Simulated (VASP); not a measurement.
# N2 in VASP: notebook

The runs below take N2 through relaxation of the atoms, with r2SCANh, r2SCAN.

Program: VASP 6.6.1. These are calculated values, not measurements. Logs are shortened: lines on timing, memory, paths and dates and some standing lists are left out, and cuts for length are marked.

## (1) The cell of the first run

The cell holds a molecule in a box, 2 atoms: a = 12.000 Å, b = 12.500 Å, c = 13.000 Å, α = 90.00°, β = 90.00°, γ = 90.00°.

## (2) Relaxation of the atoms, r2SCANh

Contents of POSCAR:

```
N
1.0
   12.0000000000      0.0000000000      0.0000000000
    0.0000000000     12.5000000000      0.0000000000
    0.0000000000      0.0000000000     13.0000000000
N
2
Direct
    0.4500000000      0.4700000000      0.4576095554
    0.4500000000      0.4700000000      0.5423904446
```

Contents of INCAR.step1:

```
ALGO     = Normal         # electronic algorithm
EDIFF    = 1E-5           # SCF threshold, eV
ENCUT    = 520            # plane-wave cutoff, eV
GGA      = PE             # functional
ISMEAR   = 0              # smearing method
LASPH    = T              # aspherical terms in the spheres
LCHARG   = F              # write CHGCAR
LREAL    = F              # projectors in reciprocal space
LWAVE    = T              # write WAVECAR
NBANDS   = 12             # bands
NELM     = 80             # most SCF steps
PREC     = Accurate       # precision mode
SIGMA    = 0.01           # smearing width, eV
```

Contents of INCAR.step2:

```
AEXX     = 0.1            # exact-exchange fraction
ALGO     = Normal         # electronic algorithm
EDIFF    = 1E-7           # SCF threshold, eV
EDIFFG   = -0.01          # ionic threshold
ENCUT    = 520            # plane-wave cutoff, eV
IBRION   = 2              # ionic algorithm
ISIF     = 2              # what is computed and relaxed
ISMEAR   = 0              # smearing method
ISTART   = 1            
LASPH    = T              # aspherical terms in the spheres
LCHARG   = F              # write CHGCAR
LHFCALC  = T              # exact exchange
LMIXTAU  = T            
LREAL    = F              # projectors in reciprocal space
LWAVE    = F              # write WAVECAR
METAGGA  = R2SCAN         # meta-GGA
NELM     = 80             # most SCF steps
NSW      = 80             # ionic steps
PREC     = Accurate       # precision mode
PRECFOCK = Normal       
SIGMA    = 0.01           # smearing width, eV
```

Contents of KPOINTS:

```
k-points
0
Gamma
  1 1 1
```

Potentials or basis: VASP PAW PBE potentials, release 64 (N).

Started as:

```console
cat potpaw_PBE.64/N/POTCAR > POTCAR
cp INCAR.step1 INCAR
mpirun -np 1 vasp_gam > vasp.out
cp INCAR.step2 INCAR
mpirun -np 1 vasp_gam > vasp.out
```

OUTCAR:

```text
AEXX = 0.1
   EDIFF = 1E-7
   EDIFFG = -0.01
   ENCUT = 520
   IBRION = 2
   ISIF = 2
   ISMEAR = 0
   ISTART = 1
   LASPH = T
   LHFCALC = T
   LREAL = F
   METAGGA = R2SCAN
   NELM = 80
   NSW = 80
   PREC = Accurate
   PRECFOCK = Normal

 ion  position               nearest neighbor table
   1  0.450  0.470  0.458-   2 1.10
   2  0.450  0.470  0.542-   1 1.10

  LATTYP: Found a simple orthorhombic cell.
 ALAT       =    12.0000000000
 B/A-ratio  =     1.0416666667
 C/A-ratio  =     1.0833333333

  Lattice vectors:

 A1 = (  12.0000000000,   0.0000000000,   0.0000000000)
 A2 = (   0.0000000000,  12.5000000000,   0.0000000000)
 A3 = (   0.0000000000,   0.0000000000,  13.0000000000)

Analysis of symmetry for initial positions (statically):
=====================================================================
 Subroutine PRICEL returns:
 Original cell was already a primitive cell.

 Routine SETGRP: Setting up the symmetry group for a
 simple orthorhombic supercell.

 Subroutine GETGRP returns: Found  8 space group operations
 (whereof  2 operations were pure point group operations)
 out of a pool of  8 trial point group operations.

The static configuration has the point symmetry C_1h.
 The point group associated with its full space group is D_2h.

Analysis of symmetry for dynamics (positions and initial velocities):
=====================================================================
 Subroutine PRICEL returns:
 Original cell was already a primitive cell.

 Routine SETGRP: Setting up the symmetry group for a
 simple orthorhombic supercell.

 Subroutine GETGRP returns: Found  8 space group operations
 (whereof  2 operations were pure point group operations)
 out of a pool of  8 trial point group operations.

The dynamic configuration has the point symmetry C_1h.
 The point group associated with its full space group is D_2h.

 Subroutine INISYM returns: Found  8 space group operations
 (whereof  2 operations are pure point group operations),
 and found     1 'primitive' translations

----------------------------------------------------------------------------------------

                                     Primitive cell

  volume of cell :    1950.0000

  direct lattice vectors                    reciprocal lattice vectors
    12.000000000  0.000000000  0.000000000     0.083333333  0.000000000  0.000000000
     0.000000000 12.500000000  0.000000000     0.000000000  0.080000000  0.000000000
     0.000000000  0.000000000 13.000000000     0.000000000  0.000000000  0.076923077

  length of vectors
    12.000000000 12.500000000 13.000000000     0.083333333  0.080000000  0.076923077

  position of ions in fractional coordinates (direct lattice)
     0.450000000  0.470000000  0.457609555
     0.450000000  0.470000000  0.542390445

  ion indices of the primitive-cell ions
   primitive index   ion index
                 1           1
                 2           2

----------------------------------------------------------------------------------------

 KPOINTS: k-points

Automatic generation of k-mesh.
 Grid dimensions read from file:
 generate k-points for:    1    1    1

 Generating k-lattice:

  Cartesian coordinates                     Fractional coordinates (reciprocal lattice)
     0.083333333  0.000000000  0.000000000     1.000000000  0.000000000  0.000000000
     0.000000000  0.080000000  0.000000000     0.000000000  1.000000000  0.000000000
     0.000000000  0.000000000  0.076923077     0.000000000  0.000000000  1.000000000

  Length of vectors
     0.083333333  0.080000000  0.076923077

  Shift w.r.t. Gamma in fractional coordinates (k-lattice)
     0.000000000  0.000000000  0.000000000

 Subroutine IBZKPT returns following result:
 ===========================================

 Found      1 irreducible k-points:

 Following reciprocal coordinates:
            Coordinates               Weight
  0.000000  0.000000  0.000000      1.000000
   k-points           NKPTS =      1   k-points in BZ     NKDIM =      1   number of bands    NBANDS=      9
   number of dos      NEDOS =    301   number of ions     NIONS =      2
   total plane-waves  NPLWV = 846720
   dimension x,y,z NGX =    90 NGY =   96 NGZ =   98
   dimension x,y,z NGXF=   180 NGYF=  192 NGZF=  196
   ions per type =               2
   NGX,Y,Z   is equivalent  to a cutoff of  12.47, 12.77, 12.53 a.u.
   NGXF,Y,Z  is equivalent  to a cutoff of  24.94, 25.54, 25.06 a.u.
 SYSTEM =  unknown system
   PREC   = accura    normal or accurate (medium, high low for compatibility)
   ISTART =      1    job   : 0-new  1-cont  2-samecut
   ICHARG =      0    charge: 1-file 2-atom 10-const
   ISPIN  =      1    spin polarized calculation?
   LNONCOLLINEAR =      F non collinear calculations
   LSORBIT =      F    spin-orbit coupling
   LASPH  =      T    aspherical Exc in radial PAW
   ENCUT  =  520.0 eV  38.22 Ry    6.18 a.u.  22.31 23.24 24.17*2*pi/ulx,y,z
   NELM   =     80;   NELMIN=  2; NELMDL=  0     # of ELM steps
   EDIFF  = 0.1E-06   stopping-criterion for ELM
   LREAL  =      F    real-space projection
   EDIFFG = -.1E-01   stopping-criterion for IOM
   NSW    =     80    number of steps for IOM
   IBRION =      2    ionic relax: 0-MD 1-quasi-New 2-CG
   NFREE  =      1    steps in history (QN), initial steepest desc. (CG)
   ISIF   =      2    stress and relaxation
   ISYM   =      3    0-nonsym 1-usesym 2-fastsym
   POTIM  = 0.5000    time-step for ionic-motion
   TEBEG  =    0.0;   TEEND  =   0.0 temperature during run
   PSTRESS=    0.0 pullay stress
   NELECT =      10.0000    total number of electrons
   NUPDOWN=      -1.0000    fix difference up-down
   EMIN   =  10.00;   EMAX   =-10.00  energy-range for DOS
   EFERMI =   0.00;   METHOD = LEGACY
   ISMEAR =     0;   SIGMA  =   0.01  broadening in eV -4-tet -1-fermi 0-gaus
   EFERMI_NEDOS =   21; number of points for ismear=-14 and -15
   IALGO  =     38    algorithm
   IMIX   =      1    mixing-type and parameters
     AMIX     =   0.40;   BMIX     =  1.00
     AMIX_MAG =   1.60;   BMIX_MAG =  1.00
  volume/ion in A,a.u.               =     975.00      6579.62
  Fermi-wavevector in a.u.,A,eV,Ry     =   0.282312  0.533493  1.084388  0.079700
  Thomas-Fermi vector in A             =   1.132971
   LORBIT       =      0    0 simple, 1 ext, 2 COOP (PROOUT), +10 PAW based schemes
   METAGGA = R2SCAN    functional components
   LHFCALC =     T    Hartree Fock is set to
   PRECFOCK=normal    Normal, Fast or Accurate (Low or Medium for compatibility)
   ENCUT4O =  -1.0   cutoff for four orbital integrals eV
   NKREDX  =     1    reduce k-point grid by
   NKREDY  =     1    reduce k-point grid by
   NKREDZ  =     1    reduce k-point grid by
   AEXX    =    0.1000 exact exchange contribution
   HFSCREEN=    0.0000 screening length (either q_TF or 0.3 A-1)
   HFSCREENC=   0.0000 screening length for correlation (either q_TF or 0.3 A-1)
   ENCUTFOCK=  -1.0 apply spherical cutoff to Coloumb kernel
   IVDW    =     0    specifies the selected vdW correction
   LEPSILON=     F    determine dielectric tensor
   LRPA    =     F    only Hartree local field effects (RPA)
 conjugate gradient relaxation of ions
 non-spin polarized calculation
 Gauss-broadening in eV      SIGMA  =   0.01
  energy-cutoff  :      520.00
  volume of cell :     1950.00
 maximum number of plane-waves:     26244
 NGX is ok and might be reduce to    90
  NGX = 70; NGY = 70; NGZ = 80

--------------------------------------- Ionic step        1  -------------------------------------------

 number of electron      10.0000001 magnetization

 Free energy of the ion-electron system (eV)
  ---------------------------------------------------
  ext. energy  EPLUGINS =         0.00000000
  ---------------------------------------------------
  free energy    TOTEN  =       -20.07857039 eV

  energy without entropy =      -20.07857039  energy(sigma->0) =      -20.07857039

------------------------ aborting loop because EDIFF is reached ----------------------------------------

  FORCE on cell =-STRESS in cart. coord.  units (eV):
  Direction    XX          YY          ZZ          XY          YZ          ZX
  --------------------------------------------------------------------------------------
  -------------------------------------------------------------------------------------
  Total       -0.0982273     -0.0977681      0.0913416     -0.0000000      0.0000000      0.0000000
  in kB       -0.0807065     -0.0803292      0.0750490     -0.0000000      0.0000000      0.0000000
  external PRESSURE =      -0.0286622 kB  Pullay stress =       0.0000000 kB
[... 57 lines left out ...]
  energy  without entropy=      -20.0544516138  energy(sigma->0) =      -20.05445161

--------------------------------------- Ionic step        3  -------------------------------------------

 number of electron      10.0000001 magnetization

 Free energy of the ion-electron system (eV)
  ---------------------------------------------------
  ext. energy  EPLUGINS =         0.00000000
  ---------------------------------------------------
  free energy    TOTEN  =       -20.07868205 eV

  energy without entropy =      -20.07868205  energy(sigma->0) =      -20.07868205

 E-fermi : -11.2783     XC(G=0):  -0.1842

 val. band max:      -11.3256104531   @ k =   0.0000   0.0000   0.0000
 cond. band min:      -1.1645048206   @ k =   0.0000   0.0000   0.0000
 fundamental gap:     10.1611056325
 Fermi energy:       -11.2783164755

 k-point     1 :       0.0000    0.0000    0.0000
  band No.  band energies     occupation
      1     -30.7446      2.00000
      2     -14.9511      2.00000
      3     -12.4842      2.00000
      4     -12.4841      2.00000
      5     -11.3256      2.00000
      6      -1.1645      0.00000
      7      -1.1643      0.00000
      8       0.0608      0.00000
      9       0.9294      0.00000

------------------------ aborting loop because EDIFF is reached ----------------------------------------
[... 25 lines left out ...]
  FREE ENERGIE OF THE ION-ELECTRON SYSTEM (eV)
  ---------------------------------------------------
  free  energy   TOTEN  =       -20.0786820462 eV

  energy  without entropy=      -20.0786820462  energy(sigma->0) =      -20.07868205

 reached required accuracy - stopping structural energy minimisation
```

Run time: 48 min. Hardware: 1 thread of Oxide Virtual Turin-like, shared host; peak memory 1.6 GiB.

What came out:

- Free energy: -20.0787 eV
- Energy gained by relaxing: 0.1 meV/atom
- Ionic steps: 3
- Gap between the frontier levels: 10.16 eV

The path:
| step | energy change (eV) | largest force (eV/Å) | pressure (GPa) |
| --- | --- | --- | --- |
| 1 | 0.0000 | 0.1931 | 0.00 |
| 2 | 0.0241 | 2.7122 | -0.09 |
| 3 | -0.0001 | 0.0001 | -0.01 |

Final structure:
```cif
data_structure
_symmetry_space_group_name_H-M 'P 1'
_symmetry_Int_Tables_number 1
_cell_length_a 12.0000
_cell_length_b 12.5000
_cell_length_c 13.0000
_cell_angle_alpha 90.000
_cell_angle_beta 90.000
_cell_angle_gamma 90.000
_cell_volume 1950.00
loop_
_atom_site_label
_atom_site_type_symbol
_atom_site_fract_x
_atom_site_fract_y
_atom_site_fract_z
_atom_site_occupancy
N1 N 0.45000 0.47000 0.45756 1
N2 N 0.45000 0.47000 0.54244 1
```

Levels at points of the mesh, in eV from the valence-band top:
```
           k point  band 1  band 2  band 3  band 4  band 5  band 6  band 7  band 8  band 9
(0.00, 0.00, 0.00)  -19.42   -3.63   -1.16   -1.16    0.00   10.16   10.16   11.39   12.25
```

Caveat: the standard files for N, O and F lose accuracy on very short bonds; the PAW data sets were made with another functional, which shifts forces and pressure a little.

## (3) Relaxation of the atoms, r2SCAN

Contents of POSCAR:

```
N
1.0
   12.0000000000      0.0000000000      0.0000000000
    0.0000000000     12.5000000000      0.0000000000
    0.0000000000      0.0000000000     13.0000000000
N
2
Direct
    0.4500000000      0.4700000000      0.4573076923
    0.4500000000      0.4700000000      0.5426923077
```

Contents of INCAR.step1:

```
PREC     = Accurate       # precision mode
ENCUT    = 520            # plane-wave cutoff, eV
ISMEAR   = 0              # smearing method
SIGMA    = 0.01           # smearing width, eV
LREAL    = F              # projectors in reciprocal space
LASPH    = T              # aspherical terms in the spheres
NELM     = 80             # most SCF steps
GGA      = PE             # functional
ALGO     = Normal         # electronic algorithm
EDIFF    = 1E-4           # SCF threshold, eV
LWAVE    = T              # write WAVECAR
LCHARG   = F              # write CHGCAR
```

Contents of INCAR.step2:

```
PREC     = Accurate       # precision mode
ENCUT    = 520            # plane-wave cutoff, eV
EDIFF    = 1E-7           # SCF threshold, eV
ISMEAR   = 0              # smearing method
SIGMA    = 0.01           # smearing width, eV
LREAL    = F              # projectors in reciprocal space
LASPH    = T              # aspherical terms in the spheres
NELM     = 80             # most SCF steps
ALGO     = Normal         # electronic algorithm
ISIF     = 2              # what is computed and relaxed
LWAVE    = F              # write WAVECAR
LCHARG   = F              # write CHGCAR
METAGGA  = R2SCAN         # meta-GGA
LMIXTAU  = T            
IBRION   = 2              # ionic algorithm
NSW      = 80             # ionic steps
EDIFFG   = -0.01          # ionic threshold
ISTART   = 1
```

Contents of KPOINTS:

```
regular mesh
0
Gamma
  1 1 1
```

Potentials or basis: VASP PAW PBE potentials, release 64 (N).

Started as:

```console
cat potpaw_PBE.64/N/POTCAR > POTCAR
cp INCAR.step1 INCAR
mpirun -np 1 vasp_gam > vasp.out
cp INCAR.step2 INCAR
mpirun -np 1 vasp_gam > vasp.out
```

Run time: 54 min. Hardware: 1 thread of Oxide Virtual Turin-like, shared host; peak memory 1.9 GiB.

The run converged. Its results:

```
Free energy                     : -18.2155 eV
Energy gained by relaxing       : 0.4 meV/atom
Ionic steps                     : 3
Largest force after relaxing    : 0.004 eV/Å
Gap between the frontier levels : 8.91 eV
```

Forces in eV/Å, atoms in the order of the input:
```
N    0.000  0.000 -0.004
N    0.000  0.000  0.004
```

Step by step:
```
step  energy change (eV)  largest force (eV/Å)  pressure (GPa)
   1              0.0000                0.5187           -0.02
   2              0.1971                8.9683            0.25
   3             -0.0009                0.0041           -0.01
```

Final structure:
```
N
1.0
    12.00000    0.00000    0.00000
     0.00000   12.50000    0.00000
     0.00000    0.00000   13.00000
N
2
Direct
  0.45000 0.47000 0.45743
  0.45000 0.47000 0.54257
```

Levels at points of the mesh, in eV from the valence-band top:
```
           k point  band 2  band 3  band 4  band 5  band 6  band 7  band 8  band 9
(0.00, 0.00, 0.00)   -3.60   -1.27   -1.27    0.00    8.91    8.91   10.68   11.57
```

Caveat: the standard files for N, O and F lose accuracy on very short bonds; the PAW data sets were made with another functional, which shifts forces and pressure a little.
